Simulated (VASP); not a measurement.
# TiO2 (base) (I4_1/amd) in VASP: notebook

Runs on TiO2 (base). Level: PBE. Tasks: single point, relaxation of cell and atoms.

Program: VASP 6.6.1. These are calculated values, not measurements. Logs are shortened: lines on timing, memory, paths and dates and some standing lists are left out, and cuts for length are marked.

### Step 1. The cell of the first run

Symmetry: I4_1/amd, No. 141, tetragonal system. The conventional cell has a = 3.799 Å, b = 3.799 Å, c = 9.700 Å, α = 90.00°, β = 90.00°, γ = 90.00°. Ti (site symmetry -4m2) has 6 O at 1.95 to 2.00 Å within 2.6 Å. O (site symmetry 2mm) has 3 Ti at 1.95 to 2.00 Å and 2 O at 2.47 Å within 2.6 Å.

### Step 2. Single point, PBE

INCAR reads:

```
SYSTEM = TiO2
PREC = Accurate
ENCUT = 520
EDIFF = 1E-7
ISMEAR = 0
SIGMA = 0.02
LREAL = .False.
LASPH = .True.
NELM = 100
ALGO = Normal
ISIF = 2
LWAVE = .False.
LCHARG = .False.
GGA = PE
NBANDS = 33
```

KPOINTS reads:

```
Automatic mesh
0
Gamma
  10 10 10
  0 0 0
```

POSCAR reads:

```
TiO2
1.0
   -1.8994484773      1.8994484773      4.8498387184
    1.8994484773     -1.8994484773      4.8498387184
    1.8994484773      1.8994484773     -4.8498387184
Ti O
2 4
Direct
    0.0000000000      0.0000000000      0.0000000000
    0.7500000000      0.2500000000      0.5000000000
    0.9564669609      0.4564669609      0.5000000000
    0.2064669609      0.2064669609      0.0000000000
    0.5435330391      0.0435330391      0.5000000000
    0.7935330391      0.7935330391      0.0000000000
```

Potentials or basis: VASP PAW PBE potentials, release 64 (Ti_sv, O).

The run is started by

```console
> cat potpaw_PBE.64/Ti_sv/POTCAR potpaw_PBE.64/O/POTCAR > POTCAR
> mpirun -np 1 vasp_std > vasp.out
```

OUTCAR:

```text
SYSTEM = TiO2
   PREC = Accurate
   ENCUT = 520
   EDIFF = 1E-7
   ISMEAR = 0
   LREAL = .False.
   LASPH = .True.
   NELM = 100
   ISIF = 2
   GGA = PE

 ion  position               nearest neighbor table
   1  0.000  0.000  0.000-   5 1.95   3 1.95   5 1.95   3 1.95   4 2.00   6 2.00
   2  0.750  0.250  0.500-   6 1.95   4 1.95   6 1.95   4 1.95   3 2.00   5 2.00
   3  0.956  0.456  0.500-   1 1.95   1 1.95   2 2.00
   4  0.206  0.206  0.000-   2 1.95   2 1.95   1 2.00
   5  0.544  0.044  0.500-   1 1.95   1 1.95   2 2.00
   6  0.794  0.794  0.000-   2 1.95   2 1.95   1 2.00

  LATTYP: Found a body centered tetragonal cell.
 ALAT       =     3.7988969546
 C/A-ratio  =     2.5532878498

  Lattice vectors:

 A1 = (  -1.8994484773,   1.8994484773,   4.8498387184)
 A2 = (   1.8994484773,  -1.8994484773,   4.8498387184)
 A3 = (   1.8994484773,   1.8994484773,  -4.8498387184)

Analysis of symmetry for initial positions (statically):
=====================================================================
 Subroutine PRICEL returns:
 Original cell was already a primitive cell.

 Routine SETGRP: Setting up the symmetry group for a
 body centered tetragonal supercell.

 Subroutine GETGRP returns: Found 16 space group operations
 (whereof  8 operations were pure point group operations)
 out of a pool of 16 trial point group operations.

The static configuration has the point symmetry D_2d.
 The point group associated with its full space group is D_4h.

Analysis of symmetry for dynamics (positions and initial velocities):
=====================================================================
 Subroutine PRICEL returns:
 Original cell was already a primitive cell.

 Routine SETGRP: Setting up the symmetry group for a
 body centered tetragonal supercell.

 Subroutine GETGRP returns: Found 16 space group operations
 (whereof  8 operations were pure point group operations)
 out of a pool of 16 trial point group operations.

The dynamic configuration has the point symmetry D_2d.
 The point group associated with its full space group is D_4h.

 Subroutine INISYM returns: Found 16 space group operations
 (whereof  8 operations are pure point group operations),
 and found     1 'primitive' translations

----------------------------------------------------------------------------------------

                                     Primitive cell

  volume of cell :      69.9910

  direct lattice vectors                    reciprocal lattice vectors
    -1.899448477  1.899448477  4.849838718     0.000000000  0.263234305  0.103096212
     1.899448477 -1.899448477  4.849838718     0.263234305  0.000000000  0.103096212
     1.899448477  1.899448477 -4.849838718     0.263234305  0.263234305  0.000000000

  length of vectors
     5.544072928  5.544072928  5.544072928     0.282703251  0.282703251  0.372269524

  position of ions in fractional coordinates (direct lattice)
     0.000000000  0.000000000  0.000000000
     0.750000000  0.250000000  0.500000000
     0.956466961  0.456466961  0.500000000
     0.206466961  0.206466961  0.000000000
     0.543533039  0.043533039  0.500000000
     0.793533039  0.793533039  0.000000000

  ion indices of the primitive-cell ions
   primitive index   ion index
                 1           1
                 2           2
                 3           3
                 4           4
                 5           5
                 6           6

----------------------------------------------------------------------------------------

 KPOINTS: Automatic mesh

Automatic generation of k-mesh.
 Grid dimensions read from file:
 generate k-points for:   10   10   10

 Generating k-lattice:

  Cartesian coordinates                     Fractional coordinates (reciprocal lattice)
     0.000000000  0.026323431  0.010309621     0.100000000  0.000000000  0.000000000
     0.026323431  0.000000000  0.010309621     0.000000000  0.100000000  0.000000000
     0.026323431  0.026323431  0.000000000     0.000000000  0.000000000  0.100000000

  Length of vectors
     0.028270325  0.028270325  0.037226952

  Shift w.r.t. Gamma in fractional coordinates (k-lattice)
     0.000000000  0.000000000  0.000000000

 Subroutine IBZKPT returns following result:
 ===========================================

 Found    102 irreducible k-points:

 Following reciprocal coordinates:
            Coordinates               Weight
  0.000000  0.000000  0.000000      1.000000
  0.100000 -0.000000  0.000000      8.000000
  0.200000 -0.000000  0.000000      8.000000
  0.300000  0.000000 -0.000000      8.000000
  0.400000  0.000000 -0.000000      8.000000
  0.500000  0.000000 -0.000000      4.000000
[... 16 lines left out ...]
  0.300000  0.300000 -0.000000      8.000000
  0.400000  0.300000 -0.000000     16.000000
 [... further k-points ...]
   k-points           NKPTS =    102   k-points in BZ     NKDIM =    102   number of bands    NBANDS=     33
   number of dos      NEDOS =    301   number of ions     NIONS =      6
   total plane-waves  NPLWV =  74088
   dimension x,y,z NGX =    42 NGY =   42 NGZ =   42
   dimension x,y,z NGXF=    84 NGYF=   84 NGZF=   84
   ions per type =               2   4
   NGX,Y,Z   is equivalent  to a cutoff of  12.59, 12.59, 12.59 a.u.
   NGXF,Y,Z  is equivalent  to a cutoff of  25.19, 25.19, 25.19 a.u.
 SYSTEM =  TiO2
   PREC   = accura    normal or accurate (medium, high low for compatibility)
   ISTART =      0    job   : 0-new  1-cont  2-samecut
   ICHARG =      2    charge: 1-file 2-atom 10-const
   ISPIN  =      1    spin polarized calculation?
   LNONCOLLINEAR =      F non collinear calculations
   LSORBIT =      F    spin-orbit coupling
   LASPH  =      T    aspherical Exc in radial PAW
   ENCUT  =  520.0 eV  38.22 Ry    6.18 a.u.  10.31 10.31 10.31*2*pi/ulx,y,z
   NELM   =    100;   NELMIN=  2; NELMDL= -5     # of ELM steps
   EDIFF  = 0.1E-06   stopping-criterion for ELM
   LREAL  =      F    real-space projection
   EDIFFG = 0.1E-05   stopping-criterion for IOM
   NSW    =      0    number of steps for IOM
   IBRION =     -1    ionic relax: 0-MD 1-quasi-New 2-CG
   NFREE  =      0    steps in history (QN), initial steepest desc. (CG)
   ISIF   =      2    stress and relaxation
   ISYM   =      2    0-nonsym 1-usesym 2-fastsym
   POTIM  = 0.5000    time-step for ionic-motion
   TEBEG  =    0.0;   TEEND  =   0.0 temperature during run
   PSTRESS=    0.0 pullay stress
   NELECT =      48.0000    total number of electrons
   NUPDOWN=      -1.0000    fix difference up-down
   EMIN   =  10.00;   EMAX   =-10.00  energy-range for DOS
   EFERMI =   0.00;   METHOD = LEGACY
   ISMEAR =     0;   SIGMA  =   0.02  broadening in eV -4-tet -1-fermi 0-gaus
   EFERMI_NEDOS =   21; number of points for ismear=-14 and -15
   IALGO  =     38    algorithm
   IMIX   =      4    mixing-type and parameters
     AMIX     =   0.40;   BMIX     =  1.00
     AMIX_MAG =   1.60;   BMIX_MAG =  1.00
  volume/ion in A,a.u.               =      11.67        78.72
  Fermi-wavevector in a.u.,A,eV,Ry     =   1.443692  2.728182 28.357886  2.084246
  Thomas-Fermi vector in A             =   2.562071
   LORBIT       =      0    0 simple, 1 ext, 2 COOP (PROOUT), +10 PAW based schemes
   GGA     = PE    functional components
   LHFCALC =     F    Hartree Fock is set to
   AEXX    =    0.0000 exact exchange contribution
   IVDW    =     0    specifies the selected vdW correction
   LEPSILON=     F    determine dielectric tensor
   LRPA    =     F    only Hartree local field effects (RPA)
 non-spin polarized calculation
 Gauss-broadening in eV      SIGMA  =   0.02
  energy-cutoff  :      520.00
  volume of cell :       69.99
 maximum number of plane-waves:      1899
 NGX is ok and might be reduce to    42
   NGX = 21   NGY = 21   NGZ = 21

 number of electron      47.9999996 magnetization

 Free energy of the ion-electron system (eV)
  ---------------------------------------------------
  ext. energy  EPLUGINS =         0.00000000
  ---------------------------------------------------
  free energy    TOTEN  =       -53.86476820 eV

  energy without entropy =      -53.86476820  energy(sigma->0) =      -53.86476820

 E-fermi :   3.3691     XC(G=0): -10.5925

 val. band max:        3.1414200422   @ k =  -0.4000   0.4000   0.0000
 cond. band min:       5.2544201768   @ k =   0.0000   0.0000   0.0000
 fundamental gap:      2.1130001346
 Fermi energy:         3.3691017130

 k-point     1 :       0.0000    0.0000    0.0000
  band No.  band energies     occupation
      1     -53.3141      2.00000
      2     -53.2631      2.00000
      3     -29.7429      2.00000
      4     -29.5244      2.00000
      5     -29.5244      2.00000
      6     -29.4630      2.00000
[... 25 lines left out ...]
     32       8.2029      0.00000
     33       8.3439      0.00000

 k-point     2 :       0.1000   -0.0000    0.0000
  band No.  band energies     occupation
      1     -53.3130      2.00000
      2     -53.2638      2.00000
      3     -29.7403      2.00000
      4     -29.5361      2.00000
      5     -29.5252      2.00000
      6     -29.4680      2.00000
[... 25 lines left out ...]
     32       8.3774      0.00000
     33       8.6162      0.00000

 k-point     3 :       0.2000   -0.0000    0.0000
  band No.  band energies     occupation
      1     -53.3098      2.00000
      2     -53.2659      2.00000
      3     -29.7334      2.00000
      4     -29.5657      2.00000
      5     -29.5272      2.00000
      6     -29.4800      2.00000
[... 25 lines left out ...]
     32       8.7262      0.00000
     33       9.0249      0.00000

 k-point     4 :       0.3000    0.0000   -0.0000
  band No.  band energies     occupation
      1     -53.3054      2.00000
      2     -53.2690      2.00000
      3     -29.7251      2.00000
      4     -29.6013      2.00000
      5     -29.5293      2.00000
      6     -29.4917      2.00000
[... 25 lines left out ...]
     32       8.9352      0.00000
     33       9.2829      0.00000

 k-point     5 :       0.4000    0.0000   -0.0000
  band No.  band energies     occupation
      1     -53.3012      2.00000
      2     -53.2722      2.00000
      3     -29.7178      2.00000
      4     -29.6310      2.00000
      5     -29.5309      2.00000
      6     -29.4977      2.00000
[... 604 lines left out ...]
 k-point    22 :      -0.2000    0.2000    0.0000
  band No.  band energies     occupation
      1     -53.3078      2.00000
      2     -53.2665      2.00000
      3     -29.7383      2.00000
      4     -29.5807      2.00000
      5     -29.5448      2.00000
      6     -29.4967      2.00000
[... 25 lines left out ...]
     32       9.4127      0.00000
     33       9.6105      0.00000

 k-point    23 :       0.3000    0.3000   -0.0000
  band No.  band energies     occupation
      1     -53.2947      2.00000
      2     -53.2770      2.00000
      3     -29.7002      2.00000
      4     -29.6471      2.00000
      5     -29.5663      2.00000
      6     -29.5259      2.00000
[... 25 lines left out ...]
     32       9.4087      0.00000
     33      10.2326      0.00000

 k-point    24 :       0.4000    0.3000   -0.0000
  band No.  band energies     occupation
      1     -53.2914      2.00000
      2     -53.2793      2.00000
      3     -29.7025      2.00000
      4     -29.6667      2.00000
      5     -29.5682      2.00000
      6     -29.5404      2.00000
[... 25 lines left out ...]
     32       9.4184      0.00000
     33      10.3069      0.00000

 [... further k-points ...]

------------------------ aborting loop because EDIFF is reached ----------------------------------------

  FORCE on cell =-STRESS in cart. coord.  units (eV):
  Direction    XX          YY          ZZ          XY          YZ          ZX
  --------------------------------------------------------------------------------------
  -------------------------------------------------------------------------------------
  Total        0.2885250      0.2885250      0.3153090      0.0000000      0.0000000      0.0000000
  in kB        6.6046787      6.6046787      7.2177957      0.0000000      0.0000000      0.0000000
  external PRESSURE =       6.8090511 kB  Pullay stress =       0.0000000 kB

 VOLUME and BASIS-vectors are now :
 -----------------------------------------------------------------------------
  energy-cutoff  :      520.00
  volume of cell :       69.99
      direct lattice vectors                 reciprocal lattice vectors
    -1.899448477  1.899448477  4.849838718     0.000000000  0.263234305  0.103096212
     1.899448477 -1.899448477  4.849838718     0.263234305  0.000000000  0.103096212
     1.899448477  1.899448477 -4.849838718     0.263234305  0.263234305  0.000000000

 POSITION                                       TOTAL-FORCE (eV/Angst)
 -----------------------------------------------------------------------------------
      0.00000      0.00000      0.00000         0.000000      0.000000      0.000000
      0.00000      1.89945      2.42492         0.000000      0.000000      0.000000
     -0.00000      1.89945      4.42758         0.000000     -0.000000      0.018198
      0.00000      0.00000      2.00266        -0.000000      0.000000      0.018198
      0.00000      1.89945      0.42226         0.000000     -0.000000     -0.018198
      0.00000      0.00000      7.69701        -0.000000      0.000000     -0.018198
 -----------------------------------------------------------------------------------
    total drift:                                0.000000      0.000000     -0.000000

  FREE ENERGIE OF THE ION-ELECTRON SYSTEM (eV)
  ---------------------------------------------------
  free  energy   TOTEN  =       -53.8647681980 eV

  energy  without entropy=      -53.8647681980  energy(sigma->0) =      -53.86476820
```

Run time: 8.9 min. Hardware: 1 thread of Intel Xeon Platinum 8375C at 2.90GHz (Ice Lake), shared host; peak memory 0.37 GiB.

What came out:

```
Free energy            : -53.8648 eV
Pressure               : 0.7 GPa
Largest force          : 0.018 eV/Å
Band gap on the k mesh : 2.11 eV, indirect (least direct gap 2.41 eV)
```

Forces on the atoms (eV/Å):
```
Ti   0.000  0.000  0.000
Ti   0.000  0.000  0.000
O    0.000  0.000  0.018
O    0.000  0.000  0.018
O    0.000  0.000 -0.018
O    0.000  0.000 -0.018
```

### Step 3. Relaxation of cell and atoms, PBE

This run uses another cell than the first one, of 11.46 Å³/atom, 0.983 times its volume.

INCAR reads:

```
SYSTEM = TiO2
PREC = Accurate
ENCUT = 600
EDIFF = 1E-6
ISMEAR = 0
SIGMA = 0.02
LREAL = .FALSE.
LASPH = .TRUE.
NELM = 100
ALGO = Normal
ISIF = 3
LWAVE = .FALSE.
LCHARG = .FALSE.
GGA = PE
IBRION = 2
NSW = 100
EDIFFG = -0.002
```

KPOINTS reads:

```
Automatic mesh
0
G
  10 10 10
  0 0 0
```

POSCAR reads:

```
TiO2
1.0
   -1.8912698400      1.8912698400      4.8075107900
    1.8912698400     -1.8912698400      4.8075107900
    1.8912698400      1.8912698400     -4.8075107900
Ti O
2 4
Direct
    0.0000000000      0.0000000000      0.0000000000
    0.7500000000      0.2500000000      0.5000000000
    0.9571521200      0.4571521200      0.5000000000
    0.2071521200      0.2071521200      0.0000000000
    0.5428478800      0.0428478800      0.5000000000
    0.7928478800      0.7928478800      0.0000000000
```

Potentials or basis: VASP PAW PBE potentials, release 64 (Ti_sv, O).

The run is started by

```console
> cat potpaw_PBE.64/Ti_sv/POTCAR potpaw_PBE.64/O/POTCAR > POTCAR
> mpirun -np 1 vasp_std > vasp.out
```

Run time: 51 min. Hardware: 1 thread of Intel Xeon Platinum 8375C at 2.90GHz (Ice Lake), shared host; peak memory 0.47 GiB.

It converged, with:

```yaml
Free_energy: -53.8705 eV
Relaxed_volume: 11.69 Å³/atom
Relaxed_cell: a = 5.547 Å, b = 5.547 Å, c = 5.547 Å, α = 139.92°, β = 139.92°, γ = 57.97°
Space_group_after_relaxing_to_0.05_Å: I4_1/amd (No. 141)
Energy_gained_by_relaxing: 2.6 meV/atom
Ionic_steps: 17
Pressure_after_relaxing: 0.0 GPa
Band_gap_on_the_k_mesh: 2.11 eV, indirect (least direct gap 2.40 eV)
```

Step by step:
| step | energy change (eV) | largest force (eV/Å) | pressure (GPa) | volume (Å³) |
| --- | --- | --- | --- | --- |
| 1 | 0.0000 | 0.0665 | 3.93 | 68.78 |
| 2 | 0.0087 | 0.1949 | -4.44 | 71.62 |
| 3 | -0.0149 | 0.0533 | 0.03 | 70.02 |
| 4 | -0.0149 | 0.0509 | 0.09 | 69.99 |
| 5 | -0.0152 | 0.0142 | 0.09 | 70.04 |
| 6 | -0.0152 | 0.0051 | 0.08 | 70.05 |
| 7 | -0.0153 | 0.0072 | -0.02 | 70.12 |
| 8 | -0.0152 | 0.0157 | -0.53 | 70.32 |
| 9 | -0.0153 | 0.0115 | -0.31 | 70.21 |
| 10 | -0.0153 | 0.0107 | -0.27 | 70.19 |
| 11 | -0.0154 | 0.0095 | -0.24 | 70.19 |
| 12 | -0.0155 | 0.0069 | -0.17 | 70.18 |
| 13 | -0.0155 | 0.0015 | -0.06 | 70.18 |
| 14 | -0.0155 | 0.0031 | -0.08 | 70.18 |
| 15 | -0.0155 | 0.0023 | -0.08 | 70.18 |
| 16 | -0.0155 | 0.0008 | -0.03 | 70.16 |
| 17 | -0.0155 | 0.0018 | 0.01 | 70.13 |

Final structure:
```yaml
crystal:
  lattice:
    - [-1.90087, 1.90087, 4.85248]
    - [1.90087, -1.90087, 4.85248]
    - [1.90087, 1.90087, -4.85248]
  atoms:
    - { symbol: Ti, position: [0.00000, 0.00000, 0.00000] }
    - { symbol: Ti, position: [0.75000, 0.25000, 0.50000] }
    - { symbol: O, position: [0.95652, 0.45652, 0.50000] }
    - { symbol: O, position: [0.20652, 0.20652, 0.00000] }
    - { symbol: O, position: [0.54348, 0.04348, 0.50000] }
    - { symbol: O, position: [0.79348, 0.79348, 0.00000] }
```

Levels at points of the mesh, in eV from the valence-band top:
```tsv
k point	band 20	band 21	band 22	band 23	band 24	band 25	band 26	band 27	band 28
(0.00, 0.00, 0.00)	-0.79	-0.79	-0.78	-0.41	-0.41	2.11	2.77	3.95	3.95
(0.50, 0.00, 0.00)	-1.89	-1.87	-0.87	-0.85	-0.63	3.18	3.45	3.50	3.51
(0.50, 0.50, 0.00)	-2.56	-1.97	-1.97	-0.04	-0.04	3.21	3.21	3.67	3.67
(0.50, 0.50, 0.50)	-1.32	-1.23	-1.23	-0.09	-0.09	2.43	2.43	3.68	3.68
```

A k mesh can miss the band edges.

### Step 4. Single point, PBE

INCAR reads:

```
PREC = Accurate ; ENCUT = 520
EDIFF = 1E-7 ; ISMEAR = 0
SIGMA = 0.02 ; LREAL = F
LASPH = T ; NELM = 100
ALGO = Normal ; ISIF = 2
LWAVE = F ; LCHARG = F
GGA = PE ; NBANDS = 33
```

KPOINTS reads:

```
regular mesh
0
Gamma
  10 10 10
```

POSCAR reads:

```
TiO2
1.0
   -1.8994484773      1.8994484773      4.8498387184
    1.8994484773     -1.8994484773      4.8498387184
    1.8994484773      1.8994484773     -4.8498387184
Ti O
2 4
Direct
    0.0000000000      0.0000000000      0.0000000000
    0.7500000000      0.2500000000      0.5000000000
    0.9564669609      0.4564669609      0.5000000000
    0.2064669609      0.2064669609      0.0000000000
    0.5435330391      0.0435330391      0.5000000000
    0.7935330391      0.7935330391      0.0000000000
```

The run is started by

```console
> cat potpaw_PBE.64/Ti_sv/POTCAR potpaw_PBE.64/O/POTCAR > POTCAR
> mpirun -np 1 vasp_std > vasp.out
```

It took 9.1 min on 1 thread of Intel Xeon Platinum 8375C at 2.90GHz (Ice Lake), shared host; peak memory 0.37 GiB.

The run converged. Its results:

```yaml
Free_energy: -53.8648 eV
Pressure: 0.7 GPa
Largest_force: 0.018 eV/Å
Band_gap_on_the_k_mesh: 2.11 eV, indirect (least direct gap 2.41 eV)
```

Forces in eV/Å, atoms in the order of the input:
```
Ti   0.000  0.000  0.000
Ti   0.000  0.000  0.000
O    0.000  0.000  0.018
O    0.000  0.000  0.018
O    0.000  0.000 -0.018
O    0.000  0.000 -0.018
```

Levels at points of the mesh, in eV from the valence-band top:
```tsv
k point	band 22	band 23	band 24	band 25	band 26	band 27
(0.00, 0.00, 0.00)	-0.78	-0.41	-0.41	2.11	2.78	3.97
(0.50, 0.00, 0.00)	-0.87	-0.84	-0.63	3.19	3.46	3.51
(0.50, 0.50, 0.00)	-1.97	-0.04	-0.04	3.21	3.21	3.69
(0.50, 0.50, 0.50)	-1.23	-0.09	-0.09	2.44	2.44	3.70
```

A k mesh can miss the band edges.
